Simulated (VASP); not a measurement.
Crystal: HfO2.

```
Hf O
1.0
     3.03000    0.00000    0.00000
    -1.51500    2.62406    0.00000
     0.00000    0.00000    4.84800
Hf O
1 2
Cartesian
  0.0000 0.0000 0.0000
  0.0000 1.7494 1.2120
  1.5150 0.8747 3.6360
```

```yaml
Program: VASP 6.6.1
Task: relaxation of cell and atoms
Functional: PBEsol
Potentials_or_basis: VASP PAW PBE potentials, release 64 (Hf_pv, O)
Cutoff: 600 eV
k_mesh: 8 × 8 × 4
Occupations: fermi-dirac, width 0.02 eV
Spin: no spin polarisation
```

At the start: pressure -1.4 GPa; volume 12.85 Å³/atom.

Task: Where does the relaxation end?

Result: Over 32 steps the energy falls by 321.6 meV/atom and the volume is 14.49 Å³/atom (+12.8 %); space group P-3m1 (No. 164, to 0.1 Å) before and after.

Step by step:
| step | energy change (eV) | largest force (eV/Å) | pressure (GPa) | volume (Å³) |
| --- | --- | --- | --- | --- |
| 1 | 0.0000 | 3.2190 | -1.44 | 38.55 |
| 2 | -0.8788 | 0.5589 | 9.55 | 37.55 |
| 3 | -0.8909 | 0.1676 | 8.23 | 37.68 |
| 4 | -0.8235 | 0.9018 | -11.44 | 41.17 |
| 5 | -0.9237 | 0.2636 | 0.14 | 38.92 |
| 6 | -0.9237 | 0.2550 | 0.31 | 38.89 |
| 7 | -0.9308 | 0.1722 | 0.38 | 39.19 |
| 8 | -0.9434 | 0.0830 | 0.75 | 40.09 |
| 9 | -0.9330 | 0.5930 | 1.94 | 41.91 |
| 10 | -0.9444 | 0.2707 | 1.24 | 40.67 |
| 11 | -0.9484 | 0.2026 | 0.49 | 41.02 |
| 12 | -0.9544 | 0.0006 | -1.62 | 42.09 |
| 13 | -0.9605 | 0.0144 | -0.42 | 42.23 |
| 14 | -0.9625 | 0.0351 | 0.99 | 42.39 |
| 15 | -0.9626 | 0.0329 | 0.79 | 42.37 |
| 16 | -0.9632 | 0.0475 | 0.28 | 42.64 |
| 17 | -0.9633 | 0.0671 | 0.18 | 42.70 |
| 18 | -0.9632 | 0.1046 | -0.10 | 42.83 |
| 19 | -0.9633 | 0.0743 | 0.10 | 42.73 |
| 20 | -0.9633 | 0.0712 | 0.11 | 42.72 |
| 21 | -0.9633 | 0.0690 | 0.13 | 42.71 |
| 22 | -0.9635 | 0.0664 | 0.01 | 42.80 |
| 23 | -0.9639 | 0.0590 | -0.51 | 43.08 |
| 24 | -0.9641 | 0.0383 | -0.34 | 43.10 |
| 25 | -0.9643 | 0.0197 | 0.06 | 43.15 |
| 26 | -0.9643 | 0.0199 | 0.08 | 43.17 |
| 27 | -0.9644 | 0.0164 | 0.18 | 43.20 |
| 28 | -0.9646 | 0.0123 | 0.33 | 43.28 |
| 29 | -0.9645 | 0.0029 | 0.66 | 43.42 |
| 30 | -0.9646 | 0.0098 | 0.43 | 43.33 |
| 31 | -0.9647 | 0.0004 | 0.38 | 43.36 |
| 32 | -0.9648 | 0.0266 | 0.19 | 43.47 |

Final structure:
```
Hf O
1.0
     3.20582    0.00000    0.00000
    -1.60291    2.77632    0.00000
     0.00000    0.00000    4.88393
Hf O
1 2
Direct
  0.00000 0.00000 0.00000
  0.33333 0.66667 0.19681
  0.66667 0.33333 0.80319
```

Caveat: the PAW data sets were made with another functional, which shifts forces and pressure a little.
